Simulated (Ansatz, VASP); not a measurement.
AlN in VASP and in Ansatz

```xyz
4
Lattice="3.1302 0.0000 0.0000 -1.5651 2.7109 0.0000 0.0000 0.0000 5.0180" Properties=species:S:1:pos:R:3 pbc="T T T"
Al   -0.0617    1.7716   -0.0148
Al    1.5034    0.8680    2.4942
N     0.0000    1.8072    1.9232
N     1.5651    0.9036    4.4322
```

Change from the starting cell: all Al atoms moved +0.075 Å, as atom 1 towards its neighbour atom 4 (N) at 1.902 Å.

Alike in both runs: task single point; functional PBE; k mesh 12 × 12 × 6; occupations gaussian, width 0.05 eV; no spin polarisation.

```csv
,VASP,Ansatz
version,VASP 6.6.1,Ansatz 0.2.0
potentials or method,"VASP PAW PBE potentials, release 64 (Al, N), cutoff 520 eV","scalar-relativistic, plane waves, PAW"
valence electrons in the cell,16,16
```

|  | VASP | Ansatz | Ansatz less VASP |
| --- | --- | --- | --- |
| gap on the k mesh at the Fermi level (eV) | 3.93 | 3.92 | -0.009 |
| least direct gap on the mesh (eV) | 3.93 | 3.92 | -0.009 |
| pressure (GPa) | 0.4 | 0.6 | +0.26 |
| traceless stress, the component that is largest in VASP (GPa) | -2.29 | -2.32 | -0.028 |
| rms of the force components (eV/Å) | 0.658 | 0.656 | -0.0023 |

Atom by atom the forces differ by 0.002 eV/Å (rms over components).
